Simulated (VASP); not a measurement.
Set up this calculation in VASP 6.6.1, as the native input.

```yaml
Task: single point
Functional: PBE
Potentials_or_basis: VASP PAW PBE potentials, release 64 (Rh_pv)
Cutoff: 520 eV
k_mesh: 13 × 13 × 10
Occupations: fermi-dirac, width 0.05 eV
Spin: no spin polarisation
Dipole_correction: no
Further_INCAR_settings: ALGO = Normal; EDIFF = 1e-07; NBANDS = 22
```

The structure of Rh lies in POSCAR:

```
Rh
1.0
    1.9152057761      1.9152057761      0.0000000000
   -1.9152057761      1.9152057761      0.0000000000
    0.0000000000      0.0000000000      3.8304115522
Rh
2
Direct
    0.0000000000      0.0000000000      0.0000000000
    0.5000000000      0.5000000000      0.5000000000
```

One way to write it, as run:

INCAR

```
PREC     = Accurate       # precision mode
ENCUT    = 520            # plane-wave cutoff, eV
EDIFF    = 1E-7           # SCF threshold, eV
ISMEAR   = -1             # smearing method
SIGMA    = 0.05           # smearing width, eV
LREAL    = False          # projectors in reciprocal space
LASPH    = True           # aspherical terms in the spheres
NELM     = 60             # most SCF steps
ALGO     = Normal         # electronic algorithm
ISIF     = 2              # what is computed and relaxed
LWAVE    = False          # write WAVECAR
LCHARG   = False          # write CHGCAR
GGA      = PE             # functional
NBANDS   = 22             # bands
```

KPOINTS

```
Automatic mesh
0
Gamma
  13 13 10
```

Potentials or basis: VASP PAW PBE potentials, release 64 (Rh_pv).

Run with:

```console
$ cat potpaw_PBE.64/Rh_pv/POTCAR > POTCAR
$ mpirun -np 1 vasp_std > vasp.out
```

Results of the run:

```
Pressure               : 0.0 GPa
Band gap on the k mesh : zero (bands 15 and 16 overlap by 2.27 eV)
```

Wall time 30 s on 1 thread of Intel(R) Xeon(R) 6975P-C (Granite Rapids), on a shared host, peak memory 0.19 GiB.
